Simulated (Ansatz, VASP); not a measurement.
**HfN: VASP beside Ansatz**

```
CELL_PARAMETERS angstrom
0.00000 2.11465 2.27381
2.27381 0.00000 2.27381
2.27381 2.11465 0.00000
ATOMIC_POSITIONS crystal
Hf 0.00033 0.99967 0.00033
N 0.49573 0.50427 0.49573
```

Change from the starting cell: mode 5 frozen in at -0.019 Å, normal strain along y -0.0700.

Alike in both runs: task single point; functional PBE; k mesh 16 × 16 × 16; occupations gaussian, width 0.15 eV; no spin polarisation.

|  | VASP | Ansatz |
| --- | --- | --- |
| version | VASP 6.6.1 | Ansatz 0.2.0 |
| potentials or method | VASP PAW PBE potentials, release 64 (Hf_pv, N), cutoff 520 eV | scalar-relativistic, plane waves, PAW |
| valence electrons in the cell | 15 | 31 |

Ansatz gave:

| Property | Result |
| --- | --- |
| gap on the k mesh at the Fermi level (eV) | none |
| pressure (GPa) | 26.4 |
| traceless stress, the component that is largest in VASP (GPa) | 35.17 |
| rms of the force components (eV/Å) | 0.264 |

Task: What did VASP give for the same quantities?

Result: gap on the k mesh at the Fermi level (eV): none; pressure (GPa): 24.0; traceless stress, the component that is largest in VASP (GPa): 35.18; rms of the force components (eV/Å): 0.265.

Atom by atom the forces differ by 0.002 eV/Å (rms over components). A gap of «none» marks a metal or a gap that the smearing closes. VASP's potentials hold 15 valence electrons a cell and Ansatz's 31, so a difference there can come from the potentials and not from the codes.

Neither program's run includes spin-orbit coupling.
